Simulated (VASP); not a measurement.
Al3BiO:

```
CELL_PARAMETERS angstrom
3.90261 0.00000 0.00000
0.00000 3.90261 0.00000
0.00000 0.00000 7.10556
ATOMIC_POSITIONS crystal
Al 0.00000 0.50000 0.73716
Al 0.00000 0.00000 0.99784
Al 0.50000 0.00000 0.73716
Bi 0.00000 0.00000 0.39254
O 0.50000 0.50000 0.69700
```

```yaml
Program: VASP 6.6.1
Task: relaxation of cell and atoms
Functional: PBE
Potentials_or_basis: VASP PAW PBE potentials, release 64 (Al, Bi_d, O)
Cutoff: 600 eV
k_mesh: 10 × 10 × 6
Occupations: gaussian, width 0.1 eV
Spin: no spin polarisation
```

At the start: pressure 0.1 GPa; volume 21.64 Å³/atom.

How do energy, volume and symmetry change on relaxing?

Over 39 steps the energy falls by 10.2 meV/atom and the volume is 21.83 Å³/atom (+0.9 %); space group P4mm (No. 99, to 0.05 Å).

The path:
| step | energy change (eV) | largest force (eV/Å) | pressure (GPa) | volume (Å³) |
| --- | --- | --- | --- | --- |
| 1 | 0.0000 | 0.1088 | 0.13 | 108.22 |
| 2 | -0.0007 | 0.0694 | 0.01 | 108.50 |
| 3 | -0.0009 | 0.0290 | -0.13 | 108.79 |
| 4 | -0.0010 | 0.0339 | -0.13 | 108.75 |
| 5 | -0.0011 | 0.0253 | 0.01 | 108.54 |
| 6 | -0.0011 | 0.0285 | 0.03 | 108.50 |
| 7 | -0.0013 | 0.0114 | 0.02 | 108.49 |
| 8 | -0.0016 | 0.0395 | 0.01 | 108.43 |
| 9 | -0.0020 | 0.1380 | 0.00 | 108.33 |
| 10 | -0.0020 | 0.1397 | -0.01 | 108.33 |
| 11 | -0.0021 | 0.1452 | 0.00 | 108.32 |
| 12 | -0.0023 | 0.1561 | 0.00 | 108.30 |
| 13 | -0.0027 | 0.1777 | 0.00 | 108.27 |
| 14 | -0.0037 | 0.2202 | 0.01 | 108.20 |
| 15 | -0.0063 | 0.3012 | 0.06 | 108.06 |
| 16 | -0.0107 | 0.4497 | 0.23 | 107.75 |
| 17 | 0.0081 | 0.6998 | 0.85 | 107.03 |
| 18 | -0.0119 | 0.4758 | 0.26 | 107.68 |
| 19 | -0.0116 | 0.5509 | 0.41 | 107.48 |
| 20 | -0.0122 | 0.5018 | 0.31 | 107.61 |
| 21 | -0.0123 | 0.5116 | 0.33 | 107.59 |
| 22 | -0.0124 | 0.5182 | 0.34 | 107.58 |
| 23 | -0.0126 | 0.5272 | 0.35 | 107.56 |
| 24 | -0.0126 | 0.5449 | 0.40 | 107.53 |
| 25 | -0.0127 | 0.5346 | 0.37 | 107.55 |
| 26 | -0.0130 | 0.5316 | 0.37 | 107.56 |
| 27 | -0.0140 | 0.5226 | 0.36 | 107.59 |
| 28 | -0.0159 | 0.5044 | 0.33 | 107.65 |
| 29 | -0.0195 | 0.4682 | 0.29 | 107.78 |
| 30 | -0.0260 | 0.3963 | 0.20 | 108.03 |
| 31 | -0.0357 | 0.2839 | 0.05 | 108.52 |
| 32 | -0.0428 | 0.2251 | -0.24 | 109.51 |
| 33 | -0.0450 | 0.1912 | -0.11 | 109.30 |
| 34 | -0.0486 | 0.0923 | 0.29 | 108.68 |
| 35 | -0.0488 | 0.0938 | 0.43 | 108.48 |
| 36 | -0.0507 | 0.0342 | 0.13 | 108.96 |
| 37 | -0.0510 | 0.0112 | -0.02 | 109.21 |
| 38 | -0.0510 | 0.0087 | -0.02 | 109.20 |
| 39 | -0.0510 | 0.0050 | 0.00 | 109.17 |

Final structure:
```xyz
5
Lattice="4.0338 0.0000 0.0000 0.0000 4.0338 0.0000 0.0000 0.0000 6.7096" Properties=species:S:1:pos:R:3 pbc="T T T"
Al    0.0000    2.0169    4.8737
Al    0.0000    0.0000    6.6736
Al    2.0169    0.0000    4.8737
Bi    0.0000    0.0000    2.7370
O     2.0169    2.0169    4.7396
```
